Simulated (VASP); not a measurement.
Set up this calculation in VASP 6.6.1, as the native input.

```
Task                   : single point
Functional             : PBE
Potentials or basis    : VASP PAW PBE potentials, release 64 (In_d, Te)
Cutoff                 : 520 eV
k mesh                 : 6 × 6 × 12
Occupations            : gaussian, width 0.1 eV
Spin                   : no spin polarisation
Dipole correction      : no
Further INCAR settings : ALGO = Fast; EDIFF = 1e-06; NBANDS = 51
```

The structure of In6Te lies in POSCAR:

```
In6Te
1.0
    9.3041903128      0.0000000000      0.0000000000
   -4.6520951564      8.0576651725      0.0000000000
    0.0000000000      0.0000000000      3.2064790903
In Te
6 1
Direct
    0.0000000000      0.3347155530      0.5000000000
    0.6652844470      0.6652844470      0.5000000000
    0.3347155530      0.0000000000      0.5000000000
    0.0000000000      0.6652844470      0.5000000000
    0.3347155530      0.3347155530      0.5000000000
    0.6652844470      0.0000000000      0.5000000000
    0.0000000000      0.0000000000      0.0000000000
```

The cell was generated, and may not be a known phase.

One way to write it, as run:

INCAR

```
ALGO = Fast ; EDIFF = 1E-6
ENCUT = 520 ; GGA = PE
ISIF = 2 ; ISMEAR = 0
LASPH = True ; LCHARG = True
LELF = True ; LREAL = False
LVHAR = True ; LWAVE = False
NBANDS = 51 ; NELM = 100
PREC = Accurate ; SIGMA = 0.1
```

KPOINTS

```
k-points
0
Gamma
  6 6 12
```

Potentials or basis: VASP PAW PBE potentials, release 64 (In_d, Te).

Run with:

```sh
$ cat potpaw_PBE.64/In_d/POTCAR potpaw_PBE.64/Te/POTCAR > POTCAR
$ mpirun -np 1 vasp_std > vasp.out
```

Results of the run:

| Item | Value |
| --- | --- |
| Pressure | -0.1 GPa |
| Band gap on the k mesh | zero (bands 42 and 43 overlap by 1.41 eV) |

Caveat: spin-orbit coupling is left out, which moves the levels of the heavy elements.

Run time: 26 min on 1 thread of Oxide Virtual Turin-like Processor, on a shared host, peak memory 0.6 GiB.
